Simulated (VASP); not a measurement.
Na2Al2O: single point with PBE

Crystal: Na2Al2O.

```
Na Al O
1.0
     4.56817    0.00000    0.00000
    -2.28408    3.95615    0.00000
     0.00000    0.00000    5.02849
Na Al O
2 2 1
Direct
  0.33333 0.66667 0.14457
  0.66667 0.33333 0.14457
  0.33333 0.66667 0.65819
  0.66667 0.33333 0.65819
  0.00000 0.00000 0.17957
```

The cell was generated, and may not be a known phase.

```yaml
Program: VASP 6.6.1
Task: single point
Functional: PBE
Potentials_or_basis: VASP PAW PBE potentials, release 64 (Na_pv, Al, O)
Cutoff: 520 eV
k_mesh: 6 × 6 × 4
Occupations: gaussian, width 0.1 eV
Spin: collinear spin, ferromagnetic start
Starting_moments: "[0.0, 0.0, 0.0, 0.0, 1.0] μB"
Dipole_correction: no
Further_INCAR_settings: ALGO = Normal; EDIFF = 1e-06; NBANDS = 25
```

| Quantity | Value |
| --- | --- |
| Pressure | 5.2 GPa |
| Largest force | 0.631 eV/Å |
| Band gap on the k mesh | zero (filled and empty bands overlap) |
| Net moment | 0.00 μB per cell |
| Valence electrons inside the program's atomic spheres | Na 6.11; Al 0.83; O 4.79 |

Forces in eV/Å, atoms in the order of the input:
```
Na   0.000  0.000  0.631
Na   0.000  0.000  0.631
Al   0.000  0.000 -0.582
Al   0.000  0.000 -0.582
O    0.000  0.000 -0.097
```

Stress tensor (GPa, compression positive):
```
-5.35  0.00  0.00
 0.00 -5.35  0.00
 0.00  0.00 26.25
```

Levels at points of the mesh, in eV from the Fermi level:
Spin up:
| k point | band 10 | band 11 | band 12 | band 13 | band 14 | band 15 | band 16 | band 17 |
| --- | --- | --- | --- | --- | --- | --- | --- | --- |
| (0.00, 0.00, 0.00) | -1.73 | -1.73 | 0.23 | 0.23 | 0.59 | 1.29 | 2.99 | 4.01 |
| (0.50, 0.00, 0.00) | -2.12 | -1.64 | -1.42 | -0.06 | 0.34 | 1.86 | 2.17 | 5.51 |
| (0.00, 0.00, 0.50) | -1.67 | -1.67 | -0.86 | 0.34 | 0.34 | 1.76 | 3.64 | 3.64 |
| (0.50, 0.00, 0.50) | -2.97 | -1.79 | -1.05 | -0.63 | 0.43 | 0.75 | 2.70 | 5.36 |
Spin down:
```
           k point  band 11  band 12  band 13  band 14  band 15  band 16
(0.00, 0.00, 0.00)    -1.73     0.23     0.23     0.59     1.29     2.99
(0.50, 0.00, 0.00)    -1.64    -1.42    -0.06     0.34     1.86     2.17
(0.00, 0.00, 0.50)    -1.67    -0.86     0.34     0.34     1.76     3.64
(0.50, 0.00, 0.50)    -1.79    -1.05    -0.63     0.43     0.75     2.70
```

It took 120 s on 1 thread of Intel Xeon 8259CL, with other jobs on the host, peak memory 0.29 GiB.

Caveat: the stress differs along the axes, from -5 to 26 GPa.
